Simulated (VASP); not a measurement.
AsP, 4 atoms in the cell. The typed cell holds 4 atoms: a = 5.699 Å, b = 5.724 Å, c = 4.619 Å, α = 90.60°, β = 90.38°, γ = 35.49°.  This cell differs from its parent crystal: atoms moved at random and the cell strained at random.

| Quantity | Value |
| --- | --- |
| Program | VASP 6.6.1 |
| Task | single point |
| Functional | PBEsol |
| Potentials or basis | VASP PAW PBE potentials, release 64 (P, As) |
| Cutoff | 520 eV |
| k mesh | 10 × 10 × 8 |
| Occupations | gaussian, width 0.05 eV |
| Spin | no spin polarisation |
| Dipole correction | no |
| Further INCAR settings | ALGO = Normal; EDIFF = 1e-06; NBANDS = 18 |

Potentials or basis: VASP PAW PBE potentials, release 64 (P, As).

The run is started by

```console
$ cat potpaw_PBE.64/P/POTCAR potpaw_PBE.64/As/POTCAR > POTCAR
$ mpirun -np 1 vasp_std > vasp.out
```

Hardware: 1 thread of Intel(R) Xeon(R) Platinum 8488C (Sapphire Rapids), on a shared host.

**Question.** Estimate the wall time of this run.

**Answer.** Wall time 11 min on 1 thread of Intel(R) Xeon(R) Platinum 8488C (Sapphire Rapids), on a shared host, peak memory 0.68 GiB. Counts: scf iterations 12, k points 404.
